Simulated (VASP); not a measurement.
Set up this calculation in VASP 6.6.1, as the native input.

| Item | Value |
| --- | --- |
| Task | single point |
| Functional | LDA |
| Potentials or basis | VASP PAW LDA potentials, release 64 (Fe) |
| Cutoff | 520 eV |
| k mesh | 16 × 16 × 16 |
| Occupations | methfessel-paxton, width 0.01 eV |
| Spin | collinear spin, ferromagnetic start |
| Starting moments | [1.988] μB |
| Dipole correction | no |
| Further INCAR settings | ALGO = Normal; EDIFF = 1e-06; NBANDS = 14 |

The structure of Fe lies in POSCAR:

```
Fe
1.0
   -1.3745984210      1.3745984210      1.3745984210
    1.3745984210     -1.3745984210      1.3745984210
    1.3745984210      1.3745984210     -1.3745984210
Fe
1
Direct
    0.0000000000      0.0000000000      0.0000000000
```

The input as run:

INCAR

```
SYSTEM = Fe
PREC = Accurate ; ENCUT = 520
EDIFF = 1E-6 ; ISMEAR = 1
SIGMA = 0.01 ; LREAL = .False.
LASPH = .True. ; NELM = 150
ALGO = Normal ; ISIF = 2
LWAVE = .False. ; LCHARG = .True.
ISPIN = 2 ; MAGMOM = 1.988
LORBIT = 11 ; LMAXMIX = 4
LELF = .True. ; LVHAR = .True.
NBANDS = 14
```

KPOINTS

```
Automatic mesh
0
Gamma
  16 16 16
  0 0 0
```

Potentials or basis: VASP PAW LDA potentials, release 64 (Fe).

Launch:

```sh
$ cat potpaw_LDA.64/Fe/POTCAR > POTCAR
$ mpirun -np 1 vasp_std > vasp.out
```

It gave:

```
Pressure                                              : -0.9 GPa
Net moment                                            : 1.95 μB per cell
Site moments                                          : Fe +1.91 μB
Valence electrons inside the program's atomic spheres : Fe 7.48
```

Wall time 32 s on 1 thread of Intel(R) Xeon(R) Platinum 8259CL CPU @ 2.50GHz (Skylake/Cascade Lake) (shared host), peak memory 0.14 GiB.
